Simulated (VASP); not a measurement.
Crystal: Br.

```xyz
2
Lattice="3.2213 0.0000 0.0000 -1.6106 2.7897 0.0000 0.0000 0.0000 4.3332" Properties=species:S:1:pos:R:3 pbc="T T T"
Br    0.0000    1.8598    0.0000
Br    1.6106    0.9299    0.0000
```

| Quantity | Value |
| --- | --- |
| Program | VASP 6.6.1 |
| Task | relaxation of cell and atoms |
| Functional | PBE |
| Potentials or basis | VASP PAW PBE potentials, release 64 (Br) |
| Cutoff | 600 eV |
| k mesh | 6 × 6 × 4 |
| Occupations | gaussian, width 0.1 eV |
| Spin | no spin polarisation |

At the start: pressure 194.4 GPa; volume 19.47 Å³/atom.

**Question.** Where does the relaxation end?

**Answer.** Over 15 steps the energy falls by 10365.4 meV/atom and the volume is 47.99 Å³/atom (+146.5 %); space group P6/mmm (No. 191, to 0.05 Å).

Step by step:
```tsv
step	energy change (eV)	largest force (eV/Å)	pressure (GPa)	volume (Å³)
1	0.0000	0.0000	194.42	38.94
2	-12.7756	0.0000	-7.29	286.36
3	-20.2167	0.0000	-3.10	116.37
4	-20.3422	0.0000	-2.93	111.94
5	-19.8757	0.0000	12.19	70.89
6	-20.6350	0.0000	-1.86	99.59
7	-20.7050	0.0000	1.36	86.57
8	-20.7261	0.0000	-0.14	91.22
9	-20.7267	0.0000	0.21	89.96
10	-20.7270	0.0000	0.20	90.21
11	-20.7278	0.0000	0.19	90.96
12	-20.7291	0.0000	0.17	92.47
13	-20.7304	0.0000	0.14	95.48
14	-20.7291	0.0000	-0.28	97.24
15	-20.7307	0.0000	0.01	95.98
```

Final structure:
```
Br
1.0
     4.90701    0.00000    0.00000
    -2.45351    4.24960    0.00000
     0.00000    0.00000    4.60283
Br
2
Direct
  0.33333 0.66667 0.00000
  0.66667 0.33333 0.00000
```

Caveat: the k points lie up to 0.34 Å⁻¹ apart in the final cell; the volume moved by over 15 % at a fixed basis, so the end points are rough; this functional lacks dispersion, which binds the layers, so the pressure and a relaxed spacing across them are unreliable.
